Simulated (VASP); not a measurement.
## HgTe: relaxation of cell and atoms with r2SCAN+D3(BJ)

HgTe:

```
Hg Te
1.0
     0.00000    3.21450    3.21450
     3.21450    0.00000    3.21450
     3.21450    3.21450    0.00000
Hg Te
1 1
Direct
  0.00000 0.00000 0.00000
  0.75000 0.75000 0.75000
```

```json
{"Program": "VASP 6.6.1", "Task": "relaxation of cell and atoms", "Functional": "r2SCAN", "Dispersion": "D3(BJ)", "Potentials or basis": "VASP PAW PBE potentials, release 64 (Hg, Te)", "Cutoff": "600 eV", "k mesh": "7 × 7 × 7", "Occupations": "fermi-dirac, width 0.05 eV", "Spin": "no spin polarisation", "Dipole correction": "no", "Further INCAR settings": "ALGO = Normal; EDIFF = 1e-06; IBRION = 2; EDIFFG = -0.01; NSW = 60; ISIF = 3"}
```

The relaxed volume is 34.92 Å³/atom, the relaxed cell is a = 4.622 Å, b = 4.622 Å, c = 4.622 Å, α = 60.00°, β = 60.00°, γ = 60.00° and the space group after relaxing (to 0.1 Å) is F-43m (No. 216). The energy gained by relaxing is 12.3 meV/atom, the ionic steps are 3 and the pressure after relaxing is 0.0 GPa. The band gap on the k mesh is zero (filled and empty bands touch) and the dispersion energy per atom is -0.169 eV.

Step by step:
```tsv
step	energy change (eV)	largest force (eV/Å)	pressure (GPa)	volume (Å³)
1	0.0000	0.0000	2.43	66.43
2	-0.0202	0.0000	-0.89	71.39
3	-0.0245	0.0000	0.01	69.83
```

Final structure:
```
Hg Te
1.0
     0.00000    3.26848    3.26848
     3.26848    0.00000    3.26848
     3.26848    3.26848    0.00000
Hg Te
1 1
Direct
  0.00000 0.00000 0.00000
  0.75000 0.75000 0.75000
```

Levels at points of the mesh, in eV from the Fermi level:
```
           k point  band 6  band 7  band 8  band 9  band 10  band 11  band 12  band 13
(0.00, 0.00, 0.00)   -6.96   -0.54   -0.04   -0.04    -0.04     4.59     4.59     4.59
```

Wall time 5.4 min on 1 thread of Intel Xeon 8259CL (shared host), peak memory 0.26 GiB.

Caveat: semilocal functionals underestimate gaps, so a narrow gap can read as zero; the PAW data sets were made with another functional, which shifts forces and pressure a little; spin-orbit coupling is left out, which moves the levels of the heavy elements. Zero-point motion and thermal expansion aren't in these numbers.
